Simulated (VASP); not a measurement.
# TlCl (Pm-3m) in VASP: a series of runs, part 3 of 3

VASP 6.6.1. Earlier steps stand in the parts before.

**5. G0W0 quasiparticle levels, LDA**

POSCAR reads:

```
TlCl
1.0
    3.8388256317      0.0000000000      0.0000000000
    0.0000000000      3.8388256317      0.0000000000
    0.0000000000      0.0000000000      3.8388256317
Tl Cl
1 1
Direct
    0.0000000000      0.0000000000      0.0000000000
    0.5000000000      0.5000000000      0.5000000000
```

INCAR.step1 reads:

```
PREC     = Accurate       # precision mode
ENCUT    = 500            # plane-wave cutoff, eV
EDIFF    = 1E-8           # SCF threshold, eV
ISMEAR   = 0              # smearing method
SIGMA    = 0.01           # smearing width, eV
LREAL    = F              # projectors in reciprocal space
LASPH    = T              # aspherical terms in the spheres
NELM     = 100            # most SCF steps
ALGO     = Normal         # electronic algorithm
LWAVE    = T              # write WAVECAR
LCHARG   = F              # write CHGCAR
```

INCAR.step2 reads:

```
PREC     = Accurate       # precision mode
ENCUT    = 500            # plane-wave cutoff, eV
EDIFF    = 1E-8           # SCF threshold, eV
ISMEAR   = 0              # smearing method
SIGMA    = 0.01           # smearing width, eV
LREAL    = F              # projectors in reciprocal space
LASPH    = T              # aspherical terms in the spheres
NELM     = 1              # most SCF steps
ALGO     = Exact          # electronic algorithm
LWAVE    = T              # write WAVECAR
LCHARG   = F              # write CHGCAR
NBANDS   = 223            # bands
LOPTICS  = T              # frequency-dependent dielectric function
ISTART   = 1
```

INCAR.step3 reads:

```
PREC     = Accurate       # precision mode
ENCUT    = 500            # plane-wave cutoff, eV
EDIFF    = 1E-8           # SCF threshold, eV
ISMEAR   = 0              # smearing method
SIGMA    = 0.01           # smearing width, eV
LREAL    = F              # projectors in reciprocal space
LASPH    = T              # aspherical terms in the spheres
ALGO     = EVGW0          # electronic algorithm
LWAVE    = F              # write WAVECAR
LCHARG   = F              # write CHGCAR
NELMGW   = 1            
NBANDS   = 223            # bands
ENCUTGW  = 140.0          # cutoff of the response function
NOMEGA   = 96             # frequency points
PRECFOCK = Fast         
ISTART   = 1            
NBANDSGW = 19           
OMEGAMAX = 20
```

KPOINTS reads:

```
Automatic mesh
0
Gamma
  4 4 4
```

Potentials or basis: VASP PAW LDA potentials, release 64 (Tl_d_GW, Cl_GW).

The run is started by

```console
> cat potpaw_LDA.64/Tl_d_GW/POTCAR potpaw_LDA.64/Cl_GW/POTCAR > POTCAR
> cp INCAR.step1 INCAR
> mpirun -np 1 vasp_std > vasp.out
> cp INCAR.step2 INCAR
> mpirun -np 1 vasp_std > vasp.out
> cp INCAR.step3 INCAR
> mpirun -np 1 vasp_std > vasp.out
```

OUTCAR:

```text
PREC = Accurate
   ENCUT = 500
   EDIFF = 1E-8
   ISMEAR = 0
   LREAL = F
   LASPH = T
   NELMGW = 1
   ENCUTGW = 140.0
   PRECFOCK = Fast
   ISTART = 1

 ion  position               nearest neighbor table
   1  0.000  0.000  0.000-
   2  0.500  0.500  0.500-

  LATTYP: Found a simple cubic cell.
 ALAT       =     3.8388256317

  Lattice vectors:

 A1 = (   3.8388256317,   0.0000000000,   0.0000000000)
 A2 = (   0.0000000000,   3.8388256317,   0.0000000000)
 A3 = (   0.0000000000,   0.0000000000,   3.8388256317)

Analysis of symmetry for initial positions (statically):
=====================================================================
 Subroutine PRICEL returns:
 Original cell was already a primitive cell.

 Routine SETGRP: Setting up the symmetry group for a
 simple cubic supercell.

 Subroutine GETGRP returns: Found 48 space group operations
 (whereof 48 operations were pure point group operations)
 out of a pool of 48 trial point group operations.

The static configuration has the point symmetry O_h .

Analysis of symmetry for dynamics (positions and initial velocities):
=====================================================================
 Subroutine PRICEL returns:
 Original cell was already a primitive cell.

 Routine SETGRP: Setting up the symmetry group for a
 simple cubic supercell.

 Subroutine GETGRP returns: Found 48 space group operations
 (whereof 48 operations were pure point group operations)
 out of a pool of 48 trial point group operations.

The dynamic configuration has the point symmetry O_h .

 Subroutine INISYM returns: Found 48 space group operations
 (whereof 48 operations are pure point group operations),
 and found     1 'primitive' translations

----------------------------------------------------------------------------------------

                                     Primitive cell

  volume of cell :      56.5712

  direct lattice vectors                    reciprocal lattice vectors
     3.838825632  0.000000000  0.000000000     0.260496333  0.000000000  0.000000000
     0.000000000  3.838825632  0.000000000     0.000000000  0.260496333  0.000000000
     0.000000000  0.000000000  3.838825632     0.000000000  0.000000000  0.260496333

  length of vectors
     3.838825632  3.838825632  3.838825632     0.260496333  0.260496333  0.260496333

  position of ions in fractional coordinates (direct lattice)
     0.000000000  0.000000000  0.000000000
     0.500000000  0.500000000  0.500000000

  ion indices of the primitive-cell ions
   primitive index   ion index
                 1           1
                 2           2

----------------------------------------------------------------------------------------

 KPOINTS: Automatic mesh

Automatic generation of k-mesh.
 Grid dimensions read from file:
 generate k-points for:    4    4    4

 Generating k-lattice:

  Cartesian coordinates                     Fractional coordinates (reciprocal lattice)
     0.065124083  0.000000000  0.000000000     0.250000000  0.000000000  0.000000000
     0.000000000  0.065124083  0.000000000     0.000000000  0.250000000  0.000000000
     0.000000000  0.000000000  0.065124083     0.000000000  0.000000000  0.250000000

  Length of vectors
     0.065124083  0.065124083  0.065124083

  Shift w.r.t. Gamma in fractional coordinates (k-lattice)
     0.000000000  0.000000000  0.000000000

 Subroutine IBZKPT returns following result:
 ===========================================

 Found     10 irreducible k-points:

 Following reciprocal coordinates:
            Coordinates               Weight
  0.000000  0.000000  0.000000      1.000000
  0.250000  0.000000  0.000000      6.000000
  0.500000  0.000000  0.000000      3.000000
  0.250000  0.250000  0.000000     12.000000
  0.500000  0.250000  0.000000     12.000000
  0.500000  0.500000  0.000000      3.000000
  0.250000  0.250000  0.250000      8.000000
  0.500000  0.250000  0.250000     12.000000
  0.500000  0.500000  0.250000      6.000000
  0.500000  0.500000  0.500000      1.000000
   k-points           NKPTS =     10   k-points in BZ     NKDIM =     64   number of bands    NBANDS=    223
   number of dos      NEDOS =    301   number of ions     NIONS =      2
   total plane-waves  NPLWV =  21952
   dimension x,y,z NGX =    28 NGY =   28 NGZ =   28
   dimension x,y,z NGXF=    56 NGYF=   56 NGZF=   56
   ions per type =               1   1
   NGX,Y,Z   is equivalent  to a cutoff of  12.13, 12.13, 12.13 a.u.
   NGXF,Y,Z  is equivalent  to a cutoff of  24.25, 24.25, 24.25 a.u.
 SYSTEM =  unknown system
   PREC   = accura    normal or accurate (medium, high low for compatibility)
   ISTART =      1    job   : 0-new  1-cont  2-samecut
   ICHARG =      0    charge: 1-file 2-atom 10-const
   ISPIN  =      1    spin polarized calculation?
   LNONCOLLINEAR =      F non collinear calculations
   LSORBIT =      F    spin-orbit coupling
   LASPH  =      T    aspherical Exc in radial PAW
   ENCUT  =  500.0 eV  36.75 Ry    6.06 a.u.   7.00  7.00  7.00*2*pi/ulx,y,z
   NELM   =     60;   NELMIN=  2; NELMDL=  0     # of ELM steps
   EDIFF  = 0.1E-07   stopping-criterion for ELM
   LREAL  =      F    real-space projection
   EDIFFG = 0.1E-06   stopping-criterion for IOM
   NSW    =      0    number of steps for IOM
   IBRION =     -1    ionic relax: 0-MD 1-quasi-New 2-CG
   NFREE  =      0    steps in history (QN), initial steepest desc. (CG)
   ISIF   =      0    stress and relaxation
   ISYM   =      3    0-nonsym 1-usesym 2-fastsym
   POTIM  = 0.5000    time-step for ionic-motion
   TEBEG  =    0.0;   TEEND  =   0.0 temperature during run
   PSTRESS=    0.0 pullay stress
   NELECT =      22.0000    total number of electrons
   NUPDOWN=      -1.0000    fix difference up-down
   EMIN   =  10.00;   EMAX   =-10.00  energy-range for DOS
   EFERMI =   0.00;   METHOD = LEGACY
   ISMEAR =     0;   SIGMA  =   0.01  broadening in eV -4-tet -1-fermi 0-gaus
   EFERMI_NEDOS =   21; number of points for ismear=-14 and -15
   IALGO  =     38    algorithm
   IMIX   =      4    mixing-type and parameters
     AMIX     =   0.40;   BMIX     =  1.00
     AMIX_MAG =   1.60;   BMIX_MAG =  1.00
  volume/ion in A,a.u.               =      28.29       190.88
  Fermi-wavevector in a.u.,A,eV,Ry     =   1.194953  2.258133 19.427918  1.427912
  Thomas-Fermi vector in A             =   2.330930
   LORBIT       =      0    0 simple, 1 ext, 2 COOP (PROOUT), +10 PAW based schemes
   GGA     = CA    functional components
   LHFCALC =     T    Hartree Fock is set to
   PRECFOCK=fast      Normal, Fast or Accurate (Low or Medium for compatibility)
   ENCUT4O =  -1.0   cutoff for four orbital integrals eV
   NKREDX  =     1    reduce k-point grid by
   NKREDY  =     1    reduce k-point grid by
   NKREDZ  =     1    reduce k-point grid by
   AEXX    =    1.0000 exact exchange contribution
   HFSCREEN=    0.0000 screening length (either q_TF or 0.3 A-1)
   HFSCREENC=   0.0000 screening length for correlation (either q_TF or 0.3 A-1)
   ENCUTFOCK=  -1.0 apply spherical cutoff to Coloumb kernel
   IVDW    =     0    specifies the selected vdW correction
   LEPSILON=     F    determine dielectric tensor
   LRPA    =     F    only Hartree local field effects (RPA)
   LRPAFORCE           =     F    calculate RPA forces
   ENCUTGW             = 140.0    cutoff for response function in eV
   ENCUTGWSOFT         = 112.0    soft cutoff for Coulomb kernel in GW response function in eV
   ENCUTLF             =  -1.0    cutoff for local field effects
   NELMGW              =     1    number of iterations in solving QP/BSE equation
   NELMHF              =     1    number of iterations in the inner HF iteration
   NKREDLFX            =     1    NKREDLFY  =   1   NKREDLFZ  =   1
 non-spin polarized calculation
 Gauss-broadening in eV      SIGMA  =   0.01
  energy-cutoff  :      500.00
  volume of cell :       56.57
 maximum number of plane-waves:      1472
 NGX is ok and might be reduce to    28
  NGX = 16; NGY = 16; NGZ = 16
   NGX = 13   NGY = 13   NGZ = 13
 maximum number of plane-waves:       228

 QP shifts <psi_nk| G(iteration)W_0 |psi_nk>: iteration 1
 for sc-GW calculations column KS-energies equals QP-energies in previous step
 and V_xc(KS)=  KS-energies - (<T + V_ion + V_H > + <T+V_H+V_ion>^1  + <V_x>^1)

 k-point   1 :       0.0000    0.0000    0.0000
  band No.  KS-energies  QP-energies   sigma(KS)   V_xc(KS)     V^pw_x(r,r')   Z            occupation Imag(sigma)

      1    -124.0228    -135.9123     -27.2645     -11.1043     -34.6650       0.7357       2.0000       0.5731
      2     -13.0465     -13.4043     -15.2459     -14.6967     -23.8304       0.6514       2.0000       1.1548
      3      -9.3165     -11.8523     -19.6002     -16.1495     -23.5909       0.7349       2.0000       0.1135
      4      -9.3165     -11.8523     -19.6002     -16.1495     -23.5909       0.7349       2.0000       0.1135
      5      -9.0695     -11.6716     -19.9145     -16.4308     -23.9186       0.7469       2.0000       0.1183
      6      -9.0695     -11.6716     -19.9145     -16.4308     -23.9186       0.7469       2.0000       0.1183
[... 11 lines left out ...]
     18      14.4170      15.3337     -10.1383     -11.3606      -4.8580       0.7500       0.0000      -0.4022
     19      14.4170      15.3337     -10.1383     -11.3606      -4.8580       0.7500       0.0000      -0.4022
[... 188 lines left out ...]
      1    -124.0233    -135.7560     -27.2643     -11.1075     -34.6650       0.7262       2.0000       0.5730
      2     -12.4695     -12.8074     -15.9395     -15.3795     -24.4009       0.6035       2.0000       0.9397
      3      -9.2569     -11.8100     -19.5901     -16.1564     -23.6530       0.7435       2.0000       0.1710
      4      -9.2569     -11.8100     -19.5901     -16.1564     -23.6530       0.7435       2.0000       0.1710
      5      -9.2569     -11.8100     -19.5901     -16.1564     -23.6530       0.7435       2.0000       0.1710
      6      -8.9937     -11.6019     -19.9957     -16.5108     -23.9528       0.7484       2.0000       0.1143
[... 11 lines left out ...]
     18      17.0312      18.0139     -11.2567     -12.5490      -5.1383       0.7605       0.0000      -0.7200
     19      17.0312      18.0139     -11.2567     -12.5490      -5.1383       0.7605       0.0000      -0.7200
```

It took 9.2 min on 1 thread of Intel Xeon Platinum 8488C (Sapphire Rapids), shared host; peak memory 0.72 GiB.

What came out:

```yaml
Quasiparticle_gap: 3.13 eV
Least_direct_quasiparticle_gap: 3.13 eV
Band_gap_of_the_starting_levels_on_the_mesh: 1.84 eV
Least_direct_gap_of_the_starting_levels_on_the_mesh: 1.84 eV
```

Caveat: the k points lie up to 0.41 Å⁻¹ apart; bands, screening cutoff and mesh are small and nothing is extrapolated, so the quasiparticle values aren't converged; spin-orbit coupling is left out, which moves the levels of the heavy elements.
